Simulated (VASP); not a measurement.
Set up this calculation in VASP 6.6.1, as the native input.

- Task: density of states
- Functional: PBEsol
- Potentials or basis: VASP PAW PBE potentials, release 64 (Pt, S)
- Cutoff: 520 eV
- k mesh: 9 × 9 × 5
- Occupations: fermi-dirac, width 0.05 eV
- Spin: no spin polarisation
- Hubbard terms: Pt d U = 1.0 eV
- Dipole correction: no
- k mesh for the DOS: 14 × 14 × 8
- Occupations for the DOS: tetrahedron
- Further INCAR settings: ALGO = Normal; EDIFF = 1e-06

Crystal: PtS2.

```
Pt S
1.0
     3.54320    0.00000    0.00000
    -1.77160    3.06850    0.00000
     0.00000    0.00000    5.03880
Pt S
1 2
Direct
  0.00000 0.00000 0.00000
  0.66667 0.33333 0.77300
  0.33333 0.66667 0.22700
```

The input as run:

POSCAR

```
PtS2
1.0
    3.5432000000      0.0000000000      0.0000000000
   -1.7716000000      3.0685012107      0.0000000000
    0.0000000000      0.0000000000      5.0388000000
Pt S
1 2
Direct
    0.0000000000      0.0000000000      0.0000000000
    0.6666666667      0.3333333333      0.7730000000
    0.3333333333      0.6666666667      0.2270000000
```

INCAR.step1

```
PREC     = Accurate       # precision mode
ENCUT    = 520            # plane-wave cutoff, eV
EDIFF    = 1E-6           # SCF threshold, eV
ISMEAR   = -1             # smearing method
SIGMA    = 0.05           # smearing width, eV
LREAL    = F              # projectors in reciprocal space
LASPH    = T              # aspherical terms in the spheres
NELM     = 150            # most SCF steps
ALGO     = Normal         # electronic algorithm
ISIF     = 2              # what is computed and relaxed
LWAVE    = F              # write WAVECAR
LCHARG   = T              # write CHGCAR
LMAXMIX  = 4              # l up to which the mixer works
LDAU     = T              # DFT+U
LDAUTYPE = 2            
LDAUL    = 2 -1           # shell
LDAUU    = 1 0            # U, eV
LDAUJ    = 0 0          
LDAUPRINT= 1            
GGA      = PS             # functional
NBANDS   = 18             # bands
```

KPOINTS.step1

```
regular mesh
0
Gamma
  9 9 5
```

INCAR.step2

```
PREC     = Accurate       # precision mode
ENCUT    = 520            # plane-wave cutoff, eV
EDIFF    = 1E-6           # SCF threshold, eV
ISMEAR   = -5             # smearing method
SIGMA    = 0.05           # smearing width, eV
LREAL    = F              # projectors in reciprocal space
LASPH    = T              # aspherical terms in the spheres
NELM     = 150            # most SCF steps
ALGO     = Normal         # electronic algorithm
ISIF     = 2              # what is computed and relaxed
LWAVE    = F              # write WAVECAR
LCHARG   = F              # write CHGCAR
LMAXMIX  = 4              # l up to which the mixer works
LDAU     = T              # DFT+U
LDAUTYPE = 2            
LDAUL    = 2 -1           # shell
LDAUU    = 1 0            # U, eV
LDAUJ    = 0 0          
LDAUPRINT= 1            
GGA      = PS             # functional
LORBIT   = 11             # projections on sites
NEDOS    = 1001           # points of the DOS
ICHARG   = 11             # starting density
```

KPOINTS.step2

```
regular mesh
0
Gamma
  14 14 8
```

Potentials or basis: VASP PAW PBE potentials, release 64 (Pt, S).

Launch:

```bash
$ cat potpaw_PBE.64/Pt/POTCAR potpaw_PBE.64/S/POTCAR > POTCAR
$ cp INCAR.step1 INCAR
$ cp KPOINTS.step1 KPOINTS
$ mpirun -np 1 vasp_std > vasp.out
$ cp INCAR.step2 INCAR
$ cp KPOINTS.step2 KPOINTS
$ mpirun -np 1 vasp_std > vasp.out
```

Results of the run:

```yaml
Valence_electrons_inside_the_program's_atomic_spheres: Pt 9.69; S 3.63
```

Caveat: spin-orbit coupling is left out, which moves the levels of the heavy elements.

Run time: 2.1 min on 1 thread of Intel(R) Xeon(R) Platinum 8375C CPU @ 2.90GHz (Ice Lake), with other jobs on the host, peak memory 0.27 GiB.
